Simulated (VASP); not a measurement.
Set up this calculation in VASP 6.6.1, as the native input.

```yaml
Task: single point
Functional: PBE
Dispersion: D3(BJ)
Potentials_or_basis: VASP PAW PBE potentials, release 64 (Si, C)
Cutoff: 520 eV
k_mesh: 10 × 10 × 10
Occupations: gaussian, width 0.02 eV
Spin: no spin polarisation
Dipole_correction: no
Further_INCAR_settings: ALGO = Normal; EDIFF = 1e-06; NBANDS = 11
```

The structure of SiC lies in POSCAR:

```
SiC
1.0
    0.0000000000      2.1743568018      2.1743568018
    2.1743568018      0.0000000000      2.1743568018
    2.1743568018      2.1743568018      0.0000000000
Si C
1 1
Direct
    0.0000000000      0.0000000000      0.0000000000
    0.2500000000      0.2500000000      0.2500000000
```

These files were run (other wordings do the same):

INCAR

```
SYSTEM = SiC
PREC = Accurate
ENCUT = 520
EDIFF = 1E-6
ISMEAR = 0
SIGMA = 0.02
LREAL = .FALSE.
LASPH = .TRUE.
NELM = 80
ALGO = Normal
ISIF = 2
LWAVE = .FALSE.
LCHARG = .TRUE.
GGA = PE
IVDW = 12
LELF = .TRUE.
LVHAR = .TRUE.
NBANDS = 11
```

KPOINTS

```
Automatic mesh
0
G
  10 10 10
  0 0 0
```

Potentials or basis: VASP PAW PBE potentials, release 64 (Si, C).

Launch:

```sh
$ cat potpaw_PBE.64/Si/POTCAR potpaw_PBE.64/C/POTCAR > POTCAR
$ mpirun -np 1 vasp_std > vasp.out
```

It gave:

* Pressure: -0.1 GPa
* Band gap on the k mesh: 1.35 eV, indirect (least direct gap 4.55 eV)
* Dispersion energy per atom: -0.303 eV

Run time: 8.1 s on 1 thread of Intel Xeon 8259CL, with other jobs on the host, peak memory 0.15 GiB.
